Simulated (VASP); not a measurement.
# Si5C (P-6m2) in VASP: notebook, part 2 of 2

VASP 6.6.1.

## 4. Single point, PBE, collinear spin

File INCAR:

```
SYSTEM = Si5C
ALGO = Normal
EDIFF = 1E-6
ENCUT = 520
GGA = PE
ISIF = 2
ISMEAR = 0
ISPIN = 2
LASPH = .TRUE.
LCHARG = .TRUE.
LELF = .TRUE.
LORBIT = 11
LREAL = .FALSE.
LVHAR = .TRUE.
LWAVE = .FALSE.
MAGMOM = 0 0 0 0 0 1
NBANDS = 25
NELM = 150
PREC = Accurate
SIGMA = 0.1
```

File KPOINTS:

```
k-points
0
G
  12 12 1
  0 0 0
```

File POSCAR:

```
Si5C
1.0
    2.1434796200      0.0000000000      0.0000000000
   -1.0717398100      1.8563078100      0.0000000000
    0.0000000000      0.0000000000     22.3159621000
Si C
5 1
Direct
    0.3333333300      0.6666666700      0.6666666700
    0.3333333300      0.6666666700      0.0000000000
    0.3333333300      0.6666666700      0.3333333300
    0.6666666700      0.3333333300      0.6666666700
    0.6666666700      0.3333333300      0.3333333300
    0.6666666700      0.3333333300      0.0000000000
```

Launch:

```
$ cat potpaw_PBE.64/Si/POTCAR potpaw_PBE.64/C/POTCAR > POTCAR
$ mpirun -np 1 vasp_std > vasp.out
```

Run time: 64 s. Hardware: 1 thread of Intel Xeon 6975P-C (Granite Rapids), shared host; peak memory 0.25 GiB.

Results (log left out):

| Item | Value |
| --- | --- |
| Free energy | 176.7225 eV |
| Pressure | 592.4 GPa |
| Band gap on the k mesh | zero (filled and empty bands overlap) |
| Net moment | 0.00 μB per cell |
| Valence electrons inside the program's atomic spheres | Si 3.77, 3.49 (each value once); C 4.30 |

Stress tensor (GPa, compression positive):
```
888.62   0.00   0.00
  0.00 888.62   0.00
  0.00   0.00  -0.10
```

Levels at points of the mesh, in eV from the Fermi level:
Spin up:
| k point | band 10 | band 11 | band 12 | band 13 | band 14 | band 15 |
| --- | --- | --- | --- | --- | --- | --- |
| (0.00, 0.00, 0.00) | -0.07 | 0.55 | 2.00 | 2.25 | 2.58 | 2.58 |
| (0.50, 0.00, 0.00) | -4.89 | -3.52 | -0.70 | 2.31 | 2.31 | 2.55 |
Spin down:
| k point | band 10 | band 11 | band 12 | band 13 | band 14 | band 15 |
| --- | --- | --- | --- | --- | --- | --- |
| (0.00, 0.00, 0.00) | -0.07 | 0.55 | 2.00 | 2.26 | 2.58 | 2.58 |
| (0.50, 0.00, 0.00) | -4.89 | -3.52 | -0.70 | 2.31 | 2.31 | 2.55 |

Caveat: atoms lie so close that the PAW spheres overlap strongly, which falsifies energies and pressures; the stress differs along the axes, from -0 to 889 GPa.

## 5. Relaxation of cell and atoms, PBE

This run uses another cell than the first one, of 19.29 Å³/atom.

File INCAR:

```
SYSTEM = Si5C
ALGO = Normal
EDIFF = 1E-6
EDIFFG = -0.01
ENCUT = 600
GGA = PE
IBRION = 2
ISIF = 3
ISMEAR = 0
LASPH = .True.
LCHARG = .False.
LREAL = .False.
LWAVE = .False.
NELM = 60
NSW = 100
PREC = Accurate
SIGMA = 0.1
```

File KPOINTS:

```
k-points
0
Gamma
  12 12 4
  0 0 0
```

File POSCAR:

```
Si5C
1.0
    3.1061795975      0.0000000000      0.0000000000
   -1.5530897987      2.6900304401      0.0000000000
    0.0000000000      0.0000000000     13.8531318341
Si C
5 1
Direct
    0.3333333333      0.6666666667      0.5847951382
    0.3333333333      0.6666666667      0.0000000000
    0.3333333333      0.6666666667      0.4152048618
    0.6666666667      0.3333333333      0.7025091880
    0.6666666667      0.3333333333      0.2974908120
    0.6666666667      0.3333333333      0.0000000000
```

Launch:

```
$ cat potpaw_PBE.64/Si/POTCAR potpaw_PBE.64/C/POTCAR > POTCAR
$ mpirun -np 1 vasp_std > vasp.out
```

It took 16 min on 1 thread of Intel Xeon 6975P-C (Granite Rapids), shared host; peak memory 0.36 GiB.

The run converged. Its results:

```yaml
Free_energy: -32.9225 eV
Relaxed_volume: 20.22 Å³/atom
Relaxed_cell: a = 3.148 Å, b = 3.148 Å, c = 14.138 Å, α = 90.00°, β = 90.00°, γ = 120.00°
Space_group_after_relaxing_to_0.1_Å: P-6m2 (No. 187)
Energy_gained_by_relaxing: 8.6 meV/atom
Ionic_steps: 29
Pressure_after_relaxing: -0.1 GPa
Largest_force_after_relaxing: 0.007 eV/Å
Band_gap_on_the_k_mesh: zero (bands 12 and 13 overlap by 4.41 eV)
```

Forces on the atoms (eV/Å):
```
Si   0.000  0.000 -0.003
Si   0.000  0.000  0.000
Si   0.000  0.000  0.003
Si   0.000  0.000 -0.007
Si   0.000  0.000  0.007
C    0.000  0.000  0.000
```

Step by step:
| step | energy change (eV) | largest force (eV/Å) | pressure (GPa) | volume (Å³) |
| --- | --- | --- | --- | --- |
| 1 | 0.0000 | 0.3563 | 0.45 | 115.75 |
| 2 | -0.0426 | 0.1998 | -0.07 | 116.64 |
| 3 | -0.0457 | 0.1483 | -0.21 | 116.87 |
| 4 | -0.0460 | 0.1258 | -0.27 | 116.96 |
| 5 | -0.0461 | 0.1395 | 0.36 | 116.43 |
| 6 | -0.0471 | 0.0151 | 0.06 | 116.69 |
| 7 | -0.0472 | 0.0225 | 0.03 | 116.78 |
| 8 | -0.0474 | 0.0352 | 0.00 | 116.95 |
| 9 | -0.0475 | 0.0381 | 0.00 | 117.00 |
| 10 | -0.0478 | 0.0466 | -0.01 | 117.16 |
| 11 | -0.0483 | 0.0637 | -0.02 | 117.48 |
| 12 | -0.0484 | 0.1534 | -0.02 | 118.11 |
| 13 | -0.0485 | 0.1175 | -0.03 | 117.89 |
| 14 | -0.0485 | 0.1163 | -0.02 | 117.91 |
| 15 | -0.0487 | 0.1130 | 0.00 | 117.99 |
| 16 | -0.0490 | 0.1062 | 0.03 | 118.15 |
| 17 | -0.0496 | 0.0924 | 0.09 | 118.46 |
| 18 | -0.0503 | 0.0640 | 0.23 | 119.08 |
| 19 | -0.0501 | 0.0803 | 0.50 | 120.31 |
| 20 | -0.0505 | 0.0378 | 0.35 | 119.62 |
| 21 | -0.0511 | 0.0241 | 0.19 | 120.26 |
| 22 | -0.0513 | 0.0220 | -0.04 | 121.25 |
| 23 | -0.0514 | 0.0201 | -0.04 | 121.19 |
| 24 | -0.0513 | 0.0219 | 0.07 | 120.72 |
| 25 | -0.0514 | 0.0210 | 0.01 | 121.01 |
| 26 | -0.0514 | 0.0207 | 0.00 | 121.07 |
| 27 | -0.0514 | 0.0205 | -0.02 | 121.14 |
| 28 | -0.0514 | 0.0095 | -0.04 | 121.25 |
| 29 | -0.0515 | 0.0075 | -0.06 | 121.33 |

Final structure:
```cif
data_structure
_symmetry_space_group_name_H-M 'P 1'
_symmetry_Int_Tables_number 1
_cell_length_a 3.1479
_cell_length_b 3.1479
_cell_length_c 14.1382
_cell_angle_alpha 90.000
_cell_angle_beta 90.000
_cell_angle_gamma 120.000
_cell_volume 121.33
loop_
_atom_site_label
_atom_site_type_symbol
_atom_site_fract_x
_atom_site_fract_y
_atom_site_fract_z
_atom_site_occupancy
Si1 Si 0.33333 0.66667 0.58273 1
Si2 Si 0.33333 0.66667 0.00000 1
Si3 Si 0.33333 0.66667 0.41727 1
Si4 Si 0.66667 0.33333 0.69297 1
Si5 Si 0.66667 0.33333 0.30703 1
C1 C 0.66667 0.33333 0.00000 1
```

Levels at points of the mesh, in eV from the Fermi level:
| k point | band 8 | band 9 | band 10 | band 11 | band 12 | band 13 | band 14 | band 15 | band 16 |
| --- | --- | --- | --- | --- | --- | --- | --- | --- | --- |
| (0.00, 0.00, 0.00) | -2.05 | -2.05 | 1.59 | 2.60 | 3.02 | 3.02 | 3.61 | 3.61 | 5.26 |
| (0.50, 0.00, 0.00) | -3.53 | -2.73 | -1.71 | -1.14 | 0.00 | 0.09 | 0.58 | 1.16 | 1.83 |
| (0.00, 0.00, 0.50) | -2.05 | -2.05 | 1.08 | 3.02 | 3.02 | 3.42 | 3.61 | 3.61 | 4.77 |
| (0.50, 0.00, 0.50) | -3.53 | -2.74 | -1.54 | -1.34 | 0.00 | 0.13 | 0.58 | 1.19 | 1.72 |

## 6. The runs side by side

| task | spin | cell | k mesh | cutoff (eV) | gap on the mesh (eV) | pressure (GPa) | moment (μB) | relaxed volume (Å³/atom) | largest force (eV/Å) |
| --- | --- | --- | --- | --- | --- | --- | --- | --- | --- |
| relaxation of cell and atoms | off | relaxed from a = 2.143, b = 2.143, c = 22.316 Å, angles 90.0, 90.0, 120.0°, 6 atoms, atomic positions A | 12 × 12 × 1 | 600 | none | -0.1 | - | 28.39 | 0.01 |
| single point | collinear | a = 3.106, b = 3.106, c = 13.853 Å, angles 90.0, 90.0, 120.0°, 6 atoms, atomic positions B | 6 × 6 × 2 | 520 | none | -0.1 | 0.00 | - | 0.02 |
| single point | collinear | a = 2.143, b = 2.143, c = 22.316 Å, angles 90.0, 90.0, 120.0°, 6 atoms, atomic positions A | 12 × 12 × 1 | 520 | none | 592.4 | 0.00 | - | - |
| relaxation of cell and atoms | off | relaxed from a = 3.106, b = 3.106, c = 13.853 Å, angles 90.0, 90.0, 120.0°, 6 atoms, atomic positions B | 12 × 12 × 4 | 600 | none | -0.1 | - | 20.22 | 0.01 |

Alike in all rows: level PBE; potentials or basis VASP PAW PBE potentials, release 64 (Si, C); smearing gaussian 0.1 eV.

Caveats: some runs use coarse meshes; the volume moved by over 15 % at a fixed basis, so the end points are rough (at least some runs); atoms lie so close that the PAW spheres overlap strongly, which falsifies energies and pressures (at least some runs); the stress differs along the axes, from -0 to 889 GPa (at least some runs).

Absolute energies hang on the potentials; compare differences alone.
